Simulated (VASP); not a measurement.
# Fe: single point with r2SCAN

Crystal: Fe.

```xyz
1
Lattice="2.3797 0.0000 0.0000 0.0000 2.3797 0.0000 0.0000 0.0000 2.3797" Properties=species:S:1:pos:R:3 pbc="T T T"
Fe    0.0000    0.0000    0.0000
```

This cell differs from its parent crystal: volume scaled by 0.96.

```json
{
 "Program": "VASP 6.6.1",
 "Task": "single point",
 "Functional": "r2SCAN",
 "Potentials or basis": "VASP PAW PBE potentials, release 64 (Fe)",
 "Cutoff": "520 eV",
 "k mesh": "15 × 15 × 15",
 "Occupations": "fermi-dirac, width 0.05 eV",
 "Spin": "collinear spin, ferromagnetic start",
 "Starting moments": "[2.926] μB"
}
```

The pressure is 4.2 GPa. The net moment is 2.84 μB per cell, the site moments are Fe +2.86 μB and the valence electrons inside the program's atomic spheres are Fe 7.16.

Levels at points of the mesh, in eV from the Fermi level:
Spin up:
| k point | band 3 | band 4 | band 5 | band 6 | band 7 | band 8 | band 9 | band 10 |
| --- | --- | --- | --- | --- | --- | --- | --- | --- |
| (0.00, 0.00, 0.00) | -4.63 | -1.46 | -1.46 | -1.46 | 19.06 | 19.06 | 19.06 | 22.72 |
Spin down:
```csv
k point,band 1,band 2,band 3,band 4,band 5,band 6,band 7,band 8
"(0.00, 0.00, 0.00)",-8.36,-2.32,-2.32,3.47,3.47,3.47,20.58,20.58
```

It took 92 s on 1 thread of Intel(R) Xeon(R) Platinum 8488C (Sapphire Rapids), on a shared host, peak memory 0.15 GiB.

Caveat: the PAW data sets were made with another functional, which shifts forces and pressure a little.
